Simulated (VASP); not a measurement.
Set up this calculation in VASP 6.6.1, as the native input.

* Task: single point
* Functional: PBEsol
* Potentials or basis: VASP PAW PBE potentials, release 64 (B, N)
* Cutoff: 520 eV
* k mesh: 9 × 9 × 4
* Occupations: gaussian, width 0.1 eV
* Spin: no spin polarisation
* Dipole correction: no
* Further INCAR settings: ALGO = Normal; EDIFF = 1e-07; NBANDS = 16

The structure of BN lies in POSCAR:

```
BN
1.0
    2.5099983704      0.0000000000      0.0000000000
   -1.2549991852      2.1737223522      0.0000000000
    0.0000000000      0.0000000000      6.6900000000
B N
2 2
Direct
    0.0000000000      0.0000000000      0.5000000000
    0.3333333333      0.6666666667      0.0000000000
    0.0000000000      0.0000000000      0.0000000000
    0.6666666667      0.3333333333      0.5000000000
```

One way to write it, as run:

INCAR

```
PREC = Accurate
ENCUT = 520
EDIFF = 1E-7
ISMEAR = 0
SIGMA = 0.1
LREAL = False
LASPH = True
NELM = 60
ALGO = Normal
ISIF = 2
LWAVE = False
LCHARG = True
GGA = PS
LELF = True
LVHAR = True
NBANDS = 16
```

KPOINTS

```
Automatic mesh
0
Gamma
  9 9 4
```

Potentials or basis: VASP PAW PBE potentials, release 64 (B, N).

Run with:

```sh
$ cat potpaw_PBE.64/B/POTCAR potpaw_PBE.64/N/POTCAR > POTCAR
$ mpirun -np 1 vasp_std > vasp.out
```

It gave:

The pressure is -1.1 GPa. The band gap on the k mesh is 4.33 eV, indirect (least direct gap 4.40 eV).

Caveat: the PAW data sets were made with another functional, which shifts forces and pressure a little; this functional lacks dispersion, which binds the layers, so the pressure and a relaxed spacing across them are unreliable.

Run time: 11 s on 1 thread of AMD EPYC 9R45 96-Core Processor (Zen 5), with other jobs on the host, peak memory 0.12 GiB.
